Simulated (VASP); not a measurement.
Cu4Ni: single point with PBE

The system is Cu4Ni.

```xyz
10
Lattice="0.0000 0.0000 3.6105 2.8441 -2.8441 -1.8052 5.6882 5.6882 0.0000" Properties=species:S:1:pos:R:3 pbc="T T T"
Cu    2.2704   -1.1454    1.8052
Cu    5.1145    1.6987    0.0000
Cu    3.4178    1.1454    1.8052
Cu    6.2619    3.9895    0.0000
Cu    3.9895   -0.5737    0.0000
Cu    6.8336    2.2704    1.8052
Cu    1.6987    0.5737    0.0000
Cu    4.5427    3.4178    1.8052
Ni    2.8441    2.8441    0.0000
Ni    0.0000    0.0000    1.8052
```

```yaml
Program: VASP 6.6.1
Task: single point
Functional: PBE
Potentials_or_basis: VASP PAW PBE potentials, release 64 (Cu, Ni)
Cutoff: 520 eV
k_mesh: 6 × 6 × 4
Occupations: gaussian, width 0.2 eV
Spin: no spin polarisation
```

```
Pressure               : 0.5 GPa
Largest force          : 0.006 eV/Å
Band gap on the k mesh : zero (bands 54 and 55 overlap by 2.17 eV)
```

Forces on the atoms (eV/Å):
```
Cu  -0.001 -0.005  0.000
Cu  -0.001 -0.005  0.000
Cu   0.001  0.005  0.000
Cu   0.001  0.005  0.000
Cu   0.003  0.002  0.000
Cu   0.003  0.002  0.000
Cu  -0.003 -0.002  0.000
Cu  -0.003 -0.002  0.000
Ni   0.000  0.000  0.000
Ni   0.000  0.000  0.000
```

Stress tensor (GPa, compression positive):
```
0.56 0.06 0.00
0.06 0.67 0.00
0.00 0.00 0.35
```

Levels at points of the mesh, in eV from the Fermi level:
| k point | band 51 | band 52 | band 53 | band 54 | band 55 | band 56 | band 57 | band 58 |
| --- | --- | --- | --- | --- | --- | --- | --- | --- |
| (0.00, 0.00, 0.00) | -0.66 | -0.54 | -0.50 | 1.81 | 2.50 | 2.50 | 2.73 | 2.96 |
| (0.50, 0.00, 0.00) | -0.70 | -0.70 | -0.35 | -0.35 | 0.29 | 0.29 | 0.81 | 0.81 |
| (0.00, 0.50, 0.00) | -0.55 | -0.54 | -0.54 | -0.50 | -0.36 | -0.16 | 1.73 | 1.81 |
| (0.00, 0.00, 0.50) | -0.56 | -0.56 | -0.17 | -0.17 | 2.23 | 2.23 | 3.33 | 3.33 |
| (0.50, 0.00, 0.50) | -0.75 | -0.74 | -0.65 | -0.65 | -0.33 | -0.33 | 2.02 | 2.02 |
| (0.00, 0.50, 0.50) | -0.62 | -0.62 | -0.53 | -0.53 | 0.28 | 0.28 | 1.34 | 1.34 |

Wall time 8 min on 1 thread of Intel(R) Xeon(R) Platinum 8488C (Sapphire Rapids), on a shared host, peak memory 0.41 GiB.

Spin polarisation is off, so any magnetic state and its effect on volume and gap are missing.
